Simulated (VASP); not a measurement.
A run of VASP 6.6.1 is set up as follows.

File INCAR:

```
PREC     = Accurate       # precision mode
ENCUT    = 520            # plane-wave cutoff, eV
EDIFF    = 1E-6           # SCF threshold, eV
ISMEAR   = -1             # smearing method
SIGMA    = 0.1            # smearing width, eV
LREAL    = F              # projectors in reciprocal space
LASPH    = T              # aspherical terms in the spheres
NELM     = 150            # most SCF steps
ALGO     = Normal         # electronic algorithm
ISIF     = 2              # what is computed and relaxed
LWAVE    = F              # write WAVECAR
LCHARG   = T              # write CHGCAR
ISPIN    = 2              # spin polarisation
MAGMOM   = 4 -4 -4 4 0 0 0 0 # initial moments
LORBIT   = 11             # projections on sites
LMAXMIX  = 4              # l up to which the mixer works
GGA      = PE             # functional
LELF     = T              # ELF
LVHAR    = T            
NBANDS   = 36             # bands
```

The input KPOINTS:

```
Automatic mesh
0
Gamma
  1 1 1
```

File POSCAR:

```
AlFe
1.0
    6.1951931340      0.0000000000      0.0000000000
    0.0000000000      6.1951931340      0.0000000000
    0.0000000000      0.0000000000      3.0975965660
Fe Al
4 4
Direct
    0.0054509800     -0.0034117650      0.0241960780
   -0.0087450980      0.5067843140      0.0289019610
    0.5092156860      0.0045882350      0.0275686270
    0.4958823530      0.4955686270      0.0131372550
    0.2541960780      0.2529411760      0.5278823530
    0.2549019610      0.7532549020      0.5187058820
    0.7456470590      0.2463529410      0.5292941180
    0.7403921570      0.7504313730      0.5258431370
```

Potentials or basis: VASP PAW PBE potentials, release 64 (Fe, Al).

The run is started by

```console
$ cat potpaw_PBE.64/Fe/POTCAR potpaw_PBE.64/Al/POTCAR > POTCAR
$ mpirun -np 1 vasp_gam > vasp.out
```

**Question.** Predict the largest force.

**Answer.** 0.414 eV/Å.

**Question.** What does it give for the pressure?

**Answer.** -15.5 GPa.

Stress tensor (GPa, compression positive):
```
 15.95  -0.05  -0.01
 -0.05  16.34   0.02
 -0.01   0.02 -78.72
```

Caveat: the k points lie up to 2.03 Å⁻¹ apart.
